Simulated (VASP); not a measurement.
# InAs (lda) (F-43m) in VASP: further runs

The runs below take InAs (lda) through relaxation of cell and atoms, with LDA.

Program: VASP 6.6.1. These are calculated values, not measurements. Logs are shortened: lines on timing, memory, paths and dates and some standing lists are left out, and cuts for length are marked.

## (1) The cell of the first run

The structure is cubic, space group F-43m (No. 216). The conventional cell has a = 5.936 Å, b = 5.936 Å, c = 5.936 Å, α = 90.00°, β = 90.00°, γ = 90.00°. In (site symmetry -43m) has 4 As at 2.57 Å within 3.4 Å. As (site symmetry -43m) has 4 In at 2.57 Å within 3.4 Å.

## (2) Relaxation of cell and atoms, LDA, target pressure 1e-06 GPa, at which the enthalpy is minimised

Contents of INCAR:

```
SYSTEM = InAs
  PREC = Accurate
  ENCUT = 500
  EDIFF = 1E-7
  ISMEAR = 0
  SIGMA = 0.1
  LREAL = .False.
  LASPH = .True.
  NELM = 120
  ALGO = Normal
  ISIF = 3
  LWAVE = .False.
  LCHARG = .False.
  IBRION = 2
  NSW = 70
  EDIFFG = -0.004
  PSTRESS = 9.999999999999999e-06
  GGA_COMPAT = .False.
  NELMIN = 4
```

Contents of KPOINTS:

```
regular mesh
0
Gamma
  10 10 10
  0 0 0
```

Contents of POSCAR:

```
InAs
1.0
    0.0000000000      2.9682487282      2.9682487282
    2.9682487282      0.0000000000      2.9682487282
    2.9682487282      2.9682487282      0.0000000000
In As
1 1
Direct
    0.0000000000      0.0000000000      0.0000000000
    0.2500000000      0.2500000000      0.2500000000
```

Potentials or basis: VASP PAW LDA potentials, release 64 (In_d, As).

Launch:

```
cat potpaw_LDA.64/In_d/POTCAR potpaw_LDA.64/As/POTCAR > POTCAR
mpirun -np 1 vasp_std > vasp.out
```

OUTCAR:

```text
SYSTEM = InAs
   PREC = Accurate
   ENCUT = 500
   EDIFF = 1E-7
   ISMEAR = 0
   LREAL = .False.
   LASPH = .True.
   NELM = 120
   ISIF = 3
   IBRION = 2
   NSW = 70
   EDIFFG = -0.004
   PSTRESS = 9.999999999999999e-06
   NELMIN = 4

 ion  position               nearest neighbor table
   1  0.000  0.000  0.000-   2 2.57   2 2.57   2 2.57   2 2.57
   2  0.250  0.250  0.250-   1 2.57   1 2.57   1 2.57   1 2.57

  LATTYP: Found a face centered cubic cell.
 ALAT       =     5.9364974564

  Lattice vectors:

 A1 = (   0.0000000000,   2.9682487282,   2.9682487282)
 A2 = (   2.9682487282,   0.0000000000,   2.9682487282)
 A3 = (   2.9682487282,   2.9682487282,   0.0000000000)

Analysis of symmetry for initial positions (statically):
=====================================================================
 Subroutine PRICEL returns:
 Original cell was already a primitive cell.

 Routine SETGRP: Setting up the symmetry group for a
 face centered cubic supercell.

 Subroutine GETGRP returns: Found 24 space group operations
 (whereof 24 operations were pure point group operations)
 out of a pool of 48 trial point group operations.

The static configuration has the point symmetry T_d .

Analysis of symmetry for dynamics (positions and initial velocities):
=====================================================================
 Subroutine PRICEL returns:
 Original cell was already a primitive cell.

 Routine SETGRP: Setting up the symmetry group for a
 face centered cubic supercell.

 Subroutine GETGRP returns: Found 24 space group operations
 (whereof 24 operations were pure point group operations)
 out of a pool of 48 trial point group operations.

The dynamic configuration has the point symmetry T_d .

 Subroutine INISYM returns: Found 24 space group operations
 (whereof 24 operations are pure point group operations),
 and found     1 'primitive' translations

----------------------------------------------------------------------------------------

                                     Primitive cell

  volume of cell :      52.3035

  direct lattice vectors                    reciprocal lattice vectors
     0.000000000  2.968248728  2.968248728    -0.168449495  0.168449495  0.168449495
     2.968248728  0.000000000  2.968248728     0.168449495 -0.168449495  0.168449495
     2.968248728  2.968248728  0.000000000     0.168449495  0.168449495 -0.168449495

  length of vectors
     4.197737608  4.197737608  4.197737608     0.291763084  0.291763084  0.291763084

  position of ions in fractional coordinates (direct lattice)
     0.000000000  0.000000000  0.000000000
     0.250000000  0.250000000  0.250000000

  ion indices of the primitive-cell ions
   primitive index   ion index
                 1           1
                 2           2

----------------------------------------------------------------------------------------

 KPOINTS: regular mesh

Automatic generation of k-mesh.
 Grid dimensions read from file:
 generate k-points for:   10   10   10

 Generating k-lattice:

  Cartesian coordinates                     Fractional coordinates (reciprocal lattice)
    -0.016844950  0.016844950  0.016844950     0.100000000  0.000000000  0.000000000
     0.016844950 -0.016844950  0.016844950     0.000000000  0.100000000  0.000000000
     0.016844950  0.016844950 -0.016844950     0.000000000  0.000000000  0.100000000

  Length of vectors
     0.029176308  0.029176308  0.029176308

  Shift w.r.t. Gamma in fractional coordinates (k-lattice)
     0.000000000  0.000000000  0.000000000

 Subroutine IBZKPT returns following result:
 ===========================================

 Found     47 irreducible k-points:

 Following reciprocal coordinates:
            Coordinates               Weight
  0.000000  0.000000  0.000000      1.000000
  0.100000  0.000000  0.000000      8.000000
  0.200000  0.000000  0.000000      8.000000
  0.300000  0.000000  0.000000      8.000000
  0.400000  0.000000  0.000000      8.000000
  0.500000  0.000000  0.000000      4.000000
[... 16 lines left out ...]
  0.300000  0.300000  0.000000      6.000000
  0.400000  0.300000  0.000000     24.000000
 [... further k-points ...]
   k-points           NKPTS =     47   k-points in BZ     NKDIM =     47   number of bands    NBANDS=     13
   number of dos      NEDOS =    301   number of ions     NIONS =      2
   total plane-waves  NPLWV =  32768
   dimension x,y,z NGX =    32 NGY =   32 NGZ =   32
   dimension x,y,z NGXF=    64 NGYF=   64 NGZF=   64
   ions per type =               1   1
   NGX,Y,Z   is equivalent  to a cutoff of  12.67, 12.67, 12.67 a.u.
   NGXF,Y,Z  is equivalent  to a cutoff of  25.35, 25.35, 25.35 a.u.
 SYSTEM =  InAs
   PREC   = accura    normal or accurate (medium, high low for compatibility)
   ISTART =      0    job   : 0-new  1-cont  2-samecut
   ICHARG =      2    charge: 1-file 2-atom 10-const
   ISPIN  =      1    spin polarized calculation?
   LNONCOLLINEAR =      F non collinear calculations
   LSORBIT =      F    spin-orbit coupling
   LASPH  =      T    aspherical Exc in radial PAW
   ENCUT  =  500.0 eV  36.75 Ry    6.06 a.u.   7.65  7.65  7.65*2*pi/ulx,y,z
   NELM   =    120;   NELMIN=  4; NELMDL= -5     # of ELM steps
   EDIFF  = 0.1E-06   stopping-criterion for ELM
   LREAL  =      F    real-space projection
   EDIFFG = -.4E-02   stopping-criterion for IOM
   NSW    =     70    number of steps for IOM
   IBRION =      2    ionic relax: 0-MD 1-quasi-New 2-CG
   NFREE  =      1    steps in history (QN), initial steepest desc. (CG)
   ISIF   =      3    stress and relaxation
   ISYM   =      2    0-nonsym 1-usesym 2-fastsym
   POTIM  = 0.5000    time-step for ionic-motion
   TEBEG  =    0.0;   TEEND  =   0.0 temperature during run
   PSTRESS=    0.0 pullay stress
   NELECT =      18.0000    total number of electrons
   NUPDOWN=      -1.0000    fix difference up-down
   EMIN   =  10.00;   EMAX   =-10.00  energy-range for DOS
   EFERMI =   0.00;   METHOD = LEGACY
   ISMEAR =     0;   SIGMA  =   0.10  broadening in eV -4-tet -1-fermi 0-gaus
   EFERMI_NEDOS =   21; number of points for ismear=-14 and -15
   IALGO  =     38    algorithm
   IMIX   =      4    mixing-type and parameters
     AMIX     =   0.40;   BMIX     =  1.00
     AMIX_MAG =   1.60;   BMIX_MAG =  1.00
  volume/ion in A,a.u.               =      26.15       176.48
  Fermi-wavevector in a.u.,A,eV,Ry     =   1.147243  2.167975 17.907529  1.316166
  Thomas-Fermi vector in A             =   2.283924
   LORBIT       =      0    0 simple, 1 ext, 2 COOP (PROOUT), +10 PAW based schemes
   GGA     = CA    functional components
   LHFCALC =     F    Hartree Fock is set to
   AEXX    =    0.0000 exact exchange contribution
   IVDW    =     0    specifies the selected vdW correction
   LEPSILON=     F    determine dielectric tensor
   LRPA    =     F    only Hartree local field effects (RPA)
 conjugate gradient relaxation of ions
 non-spin polarized calculation
 Gauss-broadening in eV      SIGMA  =   0.10
  energy-cutoff  :      500.00
  volume of cell :       52.30
 maximum number of plane-waves:      1363
   NGX = 15   NGY = 15   NGZ = 15

--------------------------------------- Ionic step        1  -------------------------------------------

 number of electron      18.0000007 magnetization

 Free energy of the ion-electron system (eV)
  ---------------------------------------------------
  ext. energy  EPLUGINS =         0.00000000
  ---------------------------------------------------
  free energy    TOTEN  =        -9.00424611 eV

  energy without entropy =       -9.00405119  energy(sigma->0) =       -9.00414865

------------------------ aborting loop because EDIFF is reached ----------------------------------------

  FORCE on cell =-STRESS in cart. coord.  units (eV):
  Direction    XX          YY          ZZ          XY          YZ          ZX
  --------------------------------------------------------------------------------------
  -------------------------------------------------------------------------------------
  Total        1.0475931      1.0475931      1.0475931      0.0000000      0.0000000     -0.0000000
  in kB       32.0901939     32.0901939     32.0901939      0.0000000      0.0000000     -0.0000000
  external PRESSURE =      32.0901839 kB  Pullay stress =       0.0000100 kB

 VOLUME and BASIS-vectors are now :
 -----------------------------------------------------------------------------
  energy-cutoff  :      500.00
  volume of cell :       52.30
      direct lattice vectors                 reciprocal lattice vectors
     0.000000000  2.968248728  2.968248728    -0.168449495  0.168449495  0.168449495
     2.968248728  0.000000000  2.968248728     0.168449495 -0.168449495  0.168449495
     2.968248728  2.968248728  0.000000000     0.168449495  0.168449495 -0.168449495
[... 8 lines left out ...]
  FREE ENERGIE OF THE ION-ELECTRON SYSTEM (eV)
  ---------------------------------------------------
  free  energy   TOTEN  =        -9.0042461108 eV

  energy  without entropy=       -9.0040511944  energy(sigma->0) =       -9.00414865

  enthalpy is  TOTEN    =        -9.0042457843 eV   P V=        0.0000003265

--------------------------------------- Ionic step        2  -------------------------------------------

 number of electron      17.9999992 magnetization

 E-fermi :   4.1812     XC(G=0):  -9.3292

 val. band max:        4.1387587673   @ k =   0.0000   0.0000   0.0000
 cond. band min:       4.9044912586   @ k =   0.5000   0.0000   0.0000
 fundamental gap:      0.7657324914
 Fermi energy:         4.1811788462

 k-point     1 :       0.0000    0.0000    0.0000
  band No.  band energies     occupation
      1     -10.1774      2.00000
      2     -10.1774      2.00000
      3     -10.1774      2.00000
      4     -10.0568      2.00000
      5     -10.0568      2.00000
      6      -7.6510      2.00000
      7       3.6452      2.00000
      8       4.1388      1.45144
      9       4.1388      1.45144
     10       4.1388      1.45143
     11       7.9527      0.00000
     12       7.9527      0.00000
     13       7.9527      0.00000

 k-point     2 :       0.1000    0.0000    0.0000
  band No.  band energies     occupation
      1     -10.1900      2.00000
      2     -10.1737      2.00000
      3     -10.1737      2.00000
      4     -10.0569      2.00000
      5     -10.0569      2.00000
      6      -7.5498      2.00000
      7       2.5072      2.00000
      8       4.0123      1.98306
      9       4.0123      1.98306
     10       4.9188      0.00000
     11       7.9969      0.00000
[... 383 lines left out ...]
  FREE ENERGIE OF THE ION-ELECTRON SYSTEM (eV)
  ---------------------------------------------------
  free  energy   TOTEN  =        -9.0212869453 eV

  energy  without entropy=       -9.0210757163  energy(sigma->0) =       -9.02118133

  enthalpy is  TOTEN    =        -9.0212865934 eV   P V=        0.0000003518

--------------------------------------- Ionic step        3  -------------------------------------------

 number of electron      17.9999992 magnetization

 Free energy of the ion-electron system (eV)
  ---------------------------------------------------
  ext. energy  EPLUGINS =         0.00000000
  ---------------------------------------------------
  free energy    TOTEN  =        -9.02868920 eV

  energy without entropy =       -9.02848530  energy(sigma->0) =       -9.02858725

 E-fermi :   4.4563     XC(G=0):  -9.4449

 val. band max:        4.4158133146   @ k =   0.0000   0.0000   0.0000
 cond. band min:       5.2397060266   @ k =   0.5000   0.0000   0.0000
 fundamental gap:      0.8238927121
 Fermi energy:         4.4563294776

 k-point     1 :       0.0000    0.0000    0.0000
  band No.  band energies     occupation
      1      -9.9572      2.00000
      2      -9.9572      2.00000
      3      -9.9572      2.00000
      4      -9.8254      2.00000
      5      -9.8254      2.00000
      6      -7.5481      2.00000
      7       4.0601      2.00000
      8       4.4158      1.43335
      9       4.4158      1.43335
     10       4.4158      1.43335
     11       8.2421      0.00000
     12       8.2421      0.00000
     13       8.2421      0.00000

 k-point     2 :       0.1000    0.0000    0.0000
  band No.  band energies     occupation
      1      -9.9715      2.00000
      2      -9.9532      2.00000
      3      -9.9532      2.00000
      4      -9.8255      2.00000
      5      -9.8255      2.00000
      6      -7.4416      2.00000
      7       2.8212      2.00000
      8       4.2833      1.98561
      9       4.2833      1.98561
     10       5.2746      0.00000
     11       8.2998      0.00000
[... 376 lines left out ...]
 POSITION                                       TOTAL-FORCE (eV/Angst)
 -----------------------------------------------------------------------------------
      0.00000      0.00000      0.00000         0.000000      0.000000      0.000000
      1.50792      1.50792      1.50792        -0.000000     -0.000000     -0.000000
 -----------------------------------------------------------------------------------
    total drift:                               -0.000000     -0.000000     -0.000000

  FREE ENERGIE OF THE ION-ELECTRON SYSTEM (eV)
  ---------------------------------------------------
  free  energy   TOTEN  =        -9.0286892022 eV

  energy  without entropy=       -9.0284852953  energy(sigma->0) =       -9.02858725

  enthalpy is  TOTEN    =        -9.0286888597 eV   P V=        0.0000003424

 reached required accuracy - stopping structural energy minimisation
```

Run time: 49 s. Hardware: 1 thread of AMD EPYC 7R13 (Zen 3), shared host; peak memory 0.15 GiB.

Results:

```
Free energy                                            : -9.0287 eV
Relaxed volume                                         : 27.43 Å³/atom
Relaxed cell                                           : a = 4.265 Å, b = 4.265 Å, c = 4.265 Å, α = 60.00°, β = 60.00°, γ = 60.00°
Space group after relaxing (to 0.05 Å)                 : F-43m (No. 216)
Energy change on relaxing (the enthalpy is what falls) : -12.2 meV/atom
Ionic steps                                            : 3
Pressure after relaxing                                : 0.0 GPa
Band gap on the k mesh                                 : zero (filled and empty bands touch)
```

The path:
| step | energy change (eV) | largest force (eV/Å) | pressure (GPa) | volume (Å³) |
| --- | --- | --- | --- | --- |
| 1 | 0.0000 | 0.0000 | 3.21 | 52.30 |
| 2 | -0.0170 | 0.0000 | -1.54 | 56.37 |
| 3 | -0.0244 | 0.0000 | 0.00 | 54.86 |

Final structure:
```cif
data_structure
_symmetry_space_group_name_H-M 'P 1'
_symmetry_Int_Tables_number 1
_cell_length_a 4.2650
_cell_length_b 4.2650
_cell_length_c 4.2650
_cell_angle_alpha 60.000
_cell_angle_beta 60.000
_cell_angle_gamma 60.000
_cell_volume 54.86
loop_
_atom_site_label
_atom_site_type_symbol
_atom_site_fract_x
_atom_site_fract_y
_atom_site_fract_z
_atom_site_occupancy
In1 In 0.00000 0.00000 0.00000 1
As1 As 0.25000 0.25000 0.25000 1
```

Caveat: the cell is relaxed towards a set pressure, so the enthalpy falls and the energy may rise; spin-orbit coupling is left out, which moves the levels of the heavy elements.

(Part 1 of 2 ends here.)
